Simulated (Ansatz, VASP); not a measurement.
# SiF in VASP and in Ansatz

```
Si F
1.0
     1.98493    1.14600    6.29447
    -1.98493    1.14600    6.29447
     0.00000   -2.29200    6.29447
Si F
2 2
Cartesian
  0.0000 0.0000 3.4967
  0.0000 0.0000 15.3867
  0.0000 0.0000 5.1242
  0.0000 0.0000 13.7592
```

Alike in both runs: functional PBE; k mesh 12 × 12 × 12; occupations gaussian, width 0.02 eV; no spin polarisation.

Ansatz relaxed the structure, and its values are those at the end. VASP's run is a single point on that final structure, the one shown.

|  | VASP | Ansatz |
| --- | --- | --- |
| version | VASP 6.6.1 | Ansatz 0.2.0 |
| potentials or method | VASP PAW PBE potentials, release 64 (Si, F), cutoff 520 eV | scalar-relativistic, plane waves, PAW |
| valence electrons in the cell | 22 | 22 |

VASP gave:

- gap on the k mesh at the Fermi level (eV): 0.55
- least direct gap on the mesh (eV): 0.55
- pressure (GPa): 0.2
- rms of the force components (eV/Å): 0.114

Which values does Ansatz return?

gap on the k mesh at the Fermi level (eV): 0.55; least direct gap on the mesh (eV): 0.55; pressure (GPa): 0.0; rms of the force components (eV/Å): 0.000.
